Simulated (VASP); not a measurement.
# SiC12 in VASP: relaxation of the atoms with PBE

Aim: the relaxation of the atoms of SiC12 with PBE.

Everything below comes from runs of VASP 6.6.1. Logs are shortened: lines on timing, memory, paths and dates and some standing lists are left out, and cuts for length are marked.

## Step 1: The cell of the first run

The cell holds a wire or tube with vacuum around it, 13 atoms: a = 4.933 Å, b = 8.872 Å, c = 20.291 Å, α = 90.00°, β = 90.00°, γ = 97.99°.

## Step 2: Relaxation of the atoms, PBE

The input, INCAR:

```
SYSTEM = SiC12
  ALGO = Normal
  DIPOL = 0.5 0.5 0.330
  EDIFF = 1E-7
  EDIFFG = -0.025
  ENCUT = 520
  GGA = PE
  GGA_COMPAT = .FALSE.
  IBRION = 2
  IDIPOL = 3
  ISIF = 2
  ISMEAR = 0
  KPAR = 4
  LASPH = .TRUE.
  LCHARG = .FALSE.
  LDIPOL = .TRUE.
  LREAL = .FALSE.
  LWAVE = .FALSE.
  NELM = 120
  NELMDL = -8
  NELMIN = 4
  NSW = 36
  PREC = Accurate
  SIGMA = 0.1
```

The input, KPOINTS:

```
k-points
0
G
  6 3 1
  0 0 0
```

The input, POSCAR:

```
SiC12
1.0
    4.9326910638      0.0000000000      0.0000000000
   -1.2331727659      8.7858796652      0.0000000000
    0.0000000000      0.0000000000     20.2907143276
C Si
12 1
Selective dynamics
Direct
    0.0197005045      0.0788020181      0.1971345087  F F F
    0.5197005045      0.0788020181      0.1971345087  F F F
    0.2746256306      0.0985025226      0.2311704171  F F F
    0.7746256306      0.0985025226      0.2311704171  F F F
    0.2844758829      0.1379035317      0.2992422339  F F F
    0.7844758829      0.1379035317      0.2992422339  F F F
    0.0392966974      0.1571967136      0.3324023517  F F F
    0.5392966974      0.1571967136      0.3324023517  F F F
    0.0496769426      0.1987212268      0.4035397394  F F F
    0.5496769426      0.1987212268      0.4035397394  F F F
    0.3040736089      0.2163107297      0.4332382875  F F F
    0.8040736089      0.2163107297      0.4332382875  F F F
    0.5540736089      0.2163107297      0.4995870379  F F T
```

Potentials or basis: VASP PAW PBE potentials, release 64 (C, Si).

The run is started by

```sh
$ cat potpaw_PBE.64/C/POTCAR potpaw_PBE.64/Si/POTCAR > POTCAR
$ mpirun -np 4 vasp_std > vasp.out
```

OUTCAR:

```text
SYSTEM = SiC12
   EDIFF = 1E-7
   EDIFFG = -0.025
   ENCUT = 520
   GGA = PE
   IBRION = 2
   ISIF = 2
   ISMEAR = 0
   LASPH = .TRUE.
   LREAL = .FALSE.
   NELM = 120
   NELMDL = -8
   NELMIN = 4
   NSW = 36
   PREC = Accurate

 ion  position               nearest neighbor table
   1  0.020  0.079  0.197-   3 1.42   4 1.42
   2  0.520  0.079  0.197-   4 1.42   3 1.42
   3  0.275  0.099  0.231-   1 1.42   2 1.42   5 1.42
   4  0.775  0.099  0.231-   2 1.42   1 1.42   6 1.42
   5  0.284  0.138  0.299-   8 1.41   7 1.41   3 1.42
   6  0.784  0.138  0.299-   7 1.41   8 1.41   4 1.42
   7  0.039  0.157  0.332-   6 1.41   5 1.41   9 1.49
   8  0.539  0.157  0.332-   5 1.41   6 1.41  10 1.49
   9  0.050  0.199  0.404-  11 1.38  12 1.38   7 1.49
  10  0.550  0.199  0.404-  12 1.38  11 1.38   8 1.49  13 1.95
  11  0.304  0.216  0.433-   9 1.38  10 1.38  13 1.83
  12  0.804  0.216  0.433-  10 1.38   9 1.38  13 1.83
  13  0.554  0.216  0.500-  11 1.83  12 1.83  10 1.95

  LATTYP: Found a simple monoclinic cell.
 ALAT       =     4.9326910638
 B/A-ratio  =     4.1135181720
 C/A-ratio  =     1.7986126829
 COS(beta)  =    -0.1389960175

  Lattice vectors:

 A1 = (   4.9326910638,   0.0000000000,   0.0000000000)
 A2 = (   0.0000000000,   0.0000000000, -20.2907143276)
 A3 = (  -1.2331727659,   8.7858796652,   0.0000000000)

Analysis of symmetry for initial positions (statically):
=====================================================================
 Subroutine PRICEL returns:
 Original cell was already a primitive cell.

 Routine SETGRP: Setting up the symmetry group for a
 simple monoclinic supercell.

 Subroutine GETGRP returns: Found  1 space group operations
 (whereof  1 operations were pure point group operations)
 out of a pool of  4 trial point group operations.

The static configuration has the point symmetry C_1 .

Analysis of symmetry for dynamics (positions and initial velocities):
=====================================================================
 Subroutine PRICEL returns:
 Original cell was already a primitive cell.

 Routine SETGRP: Setting up the symmetry group for a
 simple monoclinic supercell.

 Subroutine GETGRP returns: Found  1 space group operations
 (whereof  1 operations were pure point group operations)
 out of a pool of  4 trial point group operations.

The dynamic configuration has the point symmetry C_1 .

Analysis of constrained symmetry for selective dynamics:
=====================================================================
 Subroutine PRICEL returns:
 Original cell was already a primitive cell.

 Routine SETGRP: Setting up the symmetry group for a
 simple monoclinic supercell.

 Subroutine GETGRP returns: Found  1 space group operations
 (whereof  1 operations were pure point group operations)
 out of a pool of  4 trial point group operations.

The constrained configuration has the point symmetry C_1 .

 Subroutine INISYM returns: Found  1 space group operations
 (whereof  1 operations are pure point group operations),
 and found     1 'primitive' translations

----------------------------------------------------------------------------------------

                                     Primitive cell

  volume of cell :     879.3596

  direct lattice vectors                    reciprocal lattice vectors
     4.932691064  0.000000000  0.000000000     0.202729096  0.028454749  0.000000000
    -1.233172766  8.785879665  0.000000000     0.000000000  0.113818996  0.000000000
     0.000000000  0.000000000 20.290714328     0.000000000  0.000000000  0.049283627

  length of vectors
     4.932691064  8.872000708 20.290714328     0.204716289  0.113818996  0.049283627

  position of ions in fractional coordinates (direct lattice)
     0.019700505  0.078802018  0.197134509
     0.519700505  0.078802018  0.197134509
     0.274625631  0.098502523  0.231170417
     0.774625631  0.098502523  0.231170417
     0.284475883  0.137903532  0.299242234
     0.784475883  0.137903532  0.299242234
     0.039296697  0.157196714  0.332402352
     0.539296697  0.157196714  0.332402352
     0.049676943  0.198721227  0.403539739
     0.549676943  0.198721227  0.403539739
     0.304073609  0.216310730  0.433238287
     0.804073609  0.216310730  0.433238287
     0.554073609  0.216310730  0.499587038

  ion indices of the primitive-cell ions
   primitive index   ion index
                 1           1
                 2           2
                 3           3
                 4           4
                 5           5
                 6           6
                 7           7
                 8           8
                 9           9
                10          10
                11          11
                12          12
                13          13

----------------------------------------------------------------------------------------

 KPOINTS: k-points

Automatic generation of k-mesh.
 Grid dimensions read from file:
 generate k-points for:    6    3    1

 Generating k-lattice:

  Cartesian coordinates                     Fractional coordinates (reciprocal lattice)
     0.033788183  0.004742458  0.000000000     0.166666667  0.000000000  0.000000000
     0.000000000  0.037939665  0.000000000     0.000000000  0.333333333  0.000000000
     0.000000000  0.000000000  0.049283627     0.000000000  0.000000000  1.000000000

  Length of vectors
     0.034119382  0.037939665  0.049283627

  Shift w.r.t. Gamma in fractional coordinates (k-lattice)
     0.000000000  0.000000000  0.000000000

 Subroutine IBZKPT returns following result:
 ===========================================

 Found     10 irreducible k-points:

 Following reciprocal coordinates:
            Coordinates               Weight
  0.000000  0.000000  0.000000      1.000000
  0.166667 -0.000000  0.000000      2.000000
  0.333333 -0.000000  0.000000      2.000000
  0.500000 -0.000000  0.000000      1.000000
  0.000000  0.333333  0.000000      2.000000
  0.166667  0.333333  0.000000      2.000000
  0.333333  0.333333  0.000000      2.000000
  0.500000  0.333333  0.000000      2.000000
 -0.333333  0.333333  0.000000      2.000000
 -0.166667  0.333333  0.000000      2.000000
   k-points           NKPTS =     10   k-points in BZ     NKDIM =     10   number of bands    NBANDS=     33
   number of dos      NEDOS =    301   number of ions     NIONS =     13
   total plane-waves  NPLWV = 448000
   dimension x,y,z NGX =    40 NGY =   70 NGZ =  160
   dimension x,y,z NGXF=    80 NGYF=  140 NGZF=  320
   ions per type =              12   1
   NGX,Y,Z   is equivalent  to a cutoff of  13.48, 13.12, 13.11 a.u.
   NGXF,Y,Z  is equivalent  to a cutoff of  26.96, 26.23, 26.22 a.u.
 SYSTEM =  SiC12
   PREC   = accura    normal or accurate (medium, high low for compatibility)
   ISTART =      0    job   : 0-new  1-cont  2-samecut
   ICHARG =      2    charge: 1-file 2-atom 10-const
   ISPIN  =      1    spin polarized calculation?
   LNONCOLLINEAR =      F non collinear calculations
   LSORBIT =      F    spin-orbit coupling
   LASPH  =      T    aspherical Exc in radial PAW
   ENCUT  =  520.0 eV  38.22 Ry    6.18 a.u.   9.17 16.50 37.73*2*pi/ulx,y,z
   NELM   =    120;   NELMIN=  4; NELMDL= -8     # of ELM steps
   EDIFF  = 0.1E-06   stopping-criterion for ELM
   LREAL  =      F    real-space projection
   EDIFFG = -.3E-01   stopping-criterion for IOM
   NSW    =     36    number of steps for IOM
   IBRION =      2    ionic relax: 0-MD 1-quasi-New 2-CG
   NFREE  =      1    steps in history (QN), initial steepest desc. (CG)
   ISIF   =      2    stress and relaxation
   ISYM   =      2    0-nonsym 1-usesym 2-fastsym
   POTIM  = 0.5000    time-step for ionic-motion
   TEBEG  =    0.0;   TEEND  =   0.0 temperature during run
   PSTRESS=    0.0 pullay stress
   NELECT =      52.0000    total number of electrons
   NUPDOWN=      -1.0000    fix difference up-down
   EMIN   =  10.00;   EMAX   =-10.00  energy-range for DOS
   EFERMI =   0.00;   METHOD = LEGACY
   ISMEAR =     0;   SIGMA  =   0.10  broadening in eV -4-tet -1-fermi 0-gaus
   EFERMI_NEDOS =   21; number of points for ismear=-14 and -15
   IALGO  =     38    algorithm
   IMIX   =      4    mixing-type and parameters
     AMIX     =   0.40;   BMIX     =  1.00
     AMIX_MAG =   1.60;   BMIX_MAG =  1.00
  volume/ion in A,a.u.               =      67.64       456.48
  Fermi-wavevector in a.u.,A,eV,Ry     =   0.637804  1.205274  5.534764  0.406794
  Thomas-Fermi vector in A             =   1.702933
   LORBIT       =      0    0 simple, 1 ext, 2 COOP (PROOUT), +10 PAW based schemes
   GGA     = PE    functional components
   LHFCALC =     F    Hartree Fock is set to
   AEXX    =    0.0000 exact exchange contribution
   IVDW    =     0    specifies the selected vdW correction
   LEPSILON=     F    determine dielectric tensor
   LRPA    =     F    only Hartree local field effects (RPA)
 conjugate gradient relaxation of ions
 non-spin polarized calculation
 Gauss-broadening in eV      SIGMA  =   0.10
  energy-cutoff  :      520.00
  volume of cell :      879.36
 maximum number of plane-waves:     23724
 NGX is ok and might be reduce to    40
   NGX = 19   NGY = 33   NGZ = 75

 dipolmoment           0.000000      0.000000      0.000004 electrons x Angstroem

--------------------------------------- Ionic step        1  -------------------------------------------

 number of electron      52.0000001 magnetization

 Free energy of the ion-electron system (eV)
  ---------------------------------------------------
  ext. energy  EPLUGINS =         0.00000000
  ---------------------------------------------------
  free energy    TOTEN  =      -104.36879845 eV

  energy without entropy =     -104.33764623  energy(sigma->0) =     -104.35322234

------------------------ aborting loop because EDIFF is reached ----------------------------------------

  FORCE on cell =-STRESS in cart. coord.  units (eV):
  Direction    XX          YY          ZZ          XY          YZ          ZX
  --------------------------------------------------------------------------------------
  -------------------------------------------------------------------------------------
  Total        2.1147928      0.2568931      8.9129874      0.0000990      1.1565636      0.0009774
  in kB        3.8531144      0.4680545     16.2393025      0.0001804      2.1072381      0.0017808
  external PRESSURE =       6.8534905 kB  Pullay stress =       0.0000000 kB
[... 126 lines left out ...]
  energy  without entropy=     -104.6133200146  energy(sigma->0) =     -104.63587940

--------------------------------------- Ionic step        4  -------------------------------------------

 number of electron      52.0000001 magnetization

 dipolmoment           0.000000      0.000000     -0.348600 electrons x Angstroem

 Free energy of the ion-electron system (eV)
  ---------------------------------------------------
  ext. energy  EPLUGINS =         0.00000000
  ---------------------------------------------------
  free energy    TOTEN  =      -104.65846290 eV

  energy without entropy =     -104.61357673  energy(sigma->0) =     -104.63601981

 E-fermi :  -3.7907     XC(G=0):  -2.3320

 val. band max:       -3.8296127761   @ k =   0.1667  -0.0000   0.0000
 cond. band min:      -3.6980554906   @ k =   0.3333  -0.0000   0.0000
 fundamental gap:      0.1315572855
 Fermi energy:        -3.7906612834

 k-point     1 :       0.0000    0.0000    0.0000
  band No.  band energies     occupation
      1     -22.5503      2.00000
      2     -21.1670      2.00000
      3     -18.9252      2.00000
      4     -18.3209      2.00000
      5     -18.2819      2.00000
      6     -16.8380      2.00000
[... 349 lines left out ...]
     32       0.1530      0.00000
     33       0.2488      0.00000

------------------------ aborting loop because EDIFF is reached ----------------------------------------

 vacuum level on the upper side and lower side of the slab       (xc-potential included)        -0.824         0.605

  FORCE on cell =-STRESS in cart. coord.  units (eV):
  Direction    XX          YY          ZZ          XY          YZ          ZX
  --------------------------------------------------------------------------------------
  -------------------------------------------------------------------------------------
  Total       -0.1500341      0.2293170      4.0730661      0.0001043      1.0579037      0.0009826
  in kB       -0.2733593      0.4178115      7.4210530      0.0001901      1.9274815      0.0017902
  external PRESSURE =       2.5218351 kB  Pullay stress =       0.0000000 kB

 VOLUME and BASIS-vectors are now :
 -----------------------------------------------------------------------------
  energy-cutoff  :      520.00
  volume of cell :      879.36
      direct lattice vectors                 reciprocal lattice vectors
     4.932691064  0.000000000  0.000000000     0.202729096  0.028454749  0.000000000
    -1.233172766  8.785879665  0.000000000     0.000000000  0.113818996  0.000000000
     0.000000000  0.000000000 20.290714328     0.000000000  0.000000000  0.049283627
[... 19 lines left out ...]
  FREE ENERGIE OF THE ION-ELECTRON SYSTEM (eV)
  ---------------------------------------------------
  free  energy   TOTEN  =      -104.6584629017 eV

  energy  without entropy=     -104.6135767277  energy(sigma->0) =     -104.63601981

 reached required accuracy - stopping structural energy minimisation

 vacuum level on the upper side and lower side of the slab         0.683         2.150
```

Wall time 8.2 min (4 MPI ranks of Intel Xeon 6975P-C (Granite Rapids), shared host); peak memory 1.1 GiB.

What came out:

| Property | Result |
| --- | --- |
| Free energy | -104.6585 eV |
| Energy gained by relaxing | 22.3 meV/atom |
| Ionic steps | 4 |
| Band gap on the k mesh | zero (bands 26 and 27 overlap by 0.01 eV) |

The path:
```csv
step,energy change (eV),largest force on free atoms (eV/Å),pressure (GPa)
1,0.0000,3.3378,0.69
2,-0.2834,0.4191,0.31
3,-0.2896,0.0319,0.25
4,-0.2897,0.0198,0.25
```

Final structure:
```
C Si
1.0
     4.93269    0.00000    0.00000
    -1.23317    8.78588    0.00000
     0.00000    0.00000   20.29071
C Si
12 1
Direct
  0.01970 0.07880 0.19713
  0.51970 0.07880 0.19713
  0.27463 0.09850 0.23117
  0.77463 0.09850 0.23117
  0.28448 0.13790 0.29924
  0.78448 0.13790 0.29924
  0.03930 0.15720 0.33240
  0.53930 0.15720 0.33240
  0.04968 0.19872 0.40354
  0.54968 0.19872 0.40354
  0.30407 0.21631 0.43324
  0.80407 0.21631 0.43324
  0.55407 0.21631 0.50894
```

The gap in the log of VASP goes by the Fermi energy; the results here count the filled bands.